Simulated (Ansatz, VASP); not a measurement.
**One calculation of C, two programs**

INCAR

```
SYSTEM = C
  ALGO = Normal
  EDIFF = 1E-7
  ENCUT = 520
  GGA = PS
  ISIF = 2
  ISMEAR = -1
  LASPH = .True.
  LCHARG = .False.
  LREAL = .False.
  LWAVE = .False.
  NBANDS = 11
  NELM = 100
  PREC = Accurate
  SIGMA = 0.1
```

Contents of KPOINTS:

```
k-points
0
Gamma
  23 23 6
  0 0 0
```

Contents of POSCAR:

```
C
1.0
    1.7315919922      0.0000000000      0.0000000000
   -0.8657959961      1.4996026543      0.0000000000
    0.0000000000      0.0000000000      6.8461333558
C
2
Direct
    0.3333333333      0.6666666667      0.2500000000
    0.6666666667      0.3333333333      0.7500000000
```

Input for Ansatz:

```yaml
crystal:
  lattice:
    - [1.7315919922, 0.0, 0.0]
    - [-0.8657959961, 1.4996026543, 0.0]
    - [0.0, 0.0, 6.8461333558]
  atoms:
    - { symbol: C, position: [0.3333333333, 0.6666666667, 0.25] }
    - { symbol: C, position: [0.6666666667, 0.3333333333, 0.75] }
hamiltonian:
  xc: pbesol
  pseudopotentials:
    kind: paw
    azcp:
      C: "pseudopotentials/C.paw.azcp"
basis:
  ecutwfc: 420
  fft_grid_basis: typed
kpoints:
  mp_grid: { grid: [23, 23, 6], shift: [0, 0, 0] }
magnetization:
  spin_polarized: false
scf:
  occupations: { method: fermi_dirac, width: 0.1 }
  lower_state_search: "off"
output:
  stress: true
```

Alike in both runs: task single point; functional PBEsol; k mesh 23 × 23 × 6; occupations fermi-dirac, width 0.1 eV; no spin polarisation.

|  | VASP | Ansatz |
| --- | --- | --- |
| version | VASP 6.6.1 | Ansatz 0.2.0 |
| potentials or method | VASP PAW PBE potentials, release 64 (C), cutoff 520 eV | plane waves (420 eV) with PAW, scalar-relativistic |
| valence electrons in the cell | 8 | 8 |

```csv
,VASP,Ansatz,Ansatz less VASP
pressure (GPa),-6.2,-6.1,+0.02
"traceless stress, the component that is largest in VASP (GPa)",4.81,4.83,+0.024
```

VASP's potentials were made for PBE, not for PBEsol, and Ansatz warns of the same on its side.
